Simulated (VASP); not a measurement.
Write the native input for VASP 6.6.1 that does the following.

* Task: single point
* Functional: PBE
* Dispersion: D3(BJ)
* Potentials or basis: VASP PAW PBE potentials, release 64 (C, O)
* Cutoff: 520 eV
* k mesh: 12 × 12 × 1
* Occupations: gaussian, width 0.1 eV
* Spin: no spin polarisation
* Dipole correction: yes
* Further INCAR settings: ALGO = Normal; EDIFF = 1e-07; NBANDS = 29

The structure of C8O lies in POSCAR:

```
C8O
1.0
    2.4649796670      0.0000000000      0.0000000000
   -1.2324898335      2.1347350114      0.0000000000
    0.0000000000      0.0000000000     29.1076495408
C O
8 1
Direct
    0.0000000000      0.0000000000      0.2920194646
    0.6666666667      0.3333333333      0.2920194566
    0.0000000000      0.0000000000      0.4077696707
    0.3333333333      0.6666666667      0.4077696627
    0.0000000000      0.0000000000      0.5235198769
    0.6666666667      0.3333333333      0.5235198689
    0.0000000000      0.0000000000      0.6392700831
    0.3333333333      0.6666666667      0.6392700751
    0.0000000000      0.2500000000      0.6937816939
```

One way to write it, as run:

INCAR

```
PREC = Accurate ; ENCUT = 520
EDIFF = 1E-7 ; ISMEAR = 0
SIGMA = 0.1 ; LREAL = False
LASPH = True ; NELM = 80
ALGO = Normal ; ISIF = 2
LWAVE = False ; LCHARG = False
LDIPOL = True ; IDIPOL = 3
DIPOL = 0.5 0.5 0.491 ; GGA = PE
IVDW = 12 ; NBANDS = 29
```

KPOINTS

```
regular mesh
0
Gamma
  12 12 1
```

Potentials or basis: VASP PAW PBE potentials, release 64 (C, O).

Run with:

```sh
$ cat potpaw_PBE.64/C/POTCAR potpaw_PBE.64/O/POTCAR > POTCAR
$ mpirun -np 1 vasp_std > vasp.out
```

It gave:

```yaml
Largest_force: 3.577 eV/Å
Band_gap_on_the_k_mesh: zero (bands 19 and 20 overlap by 0.37 eV)
Dispersion_energy_per_atom: -0.131 eV
```

Wall time 18 min on 1 thread of Oxide Virtual Turin-like Processor, with other jobs on the host, peak memory 0.38 GiB.
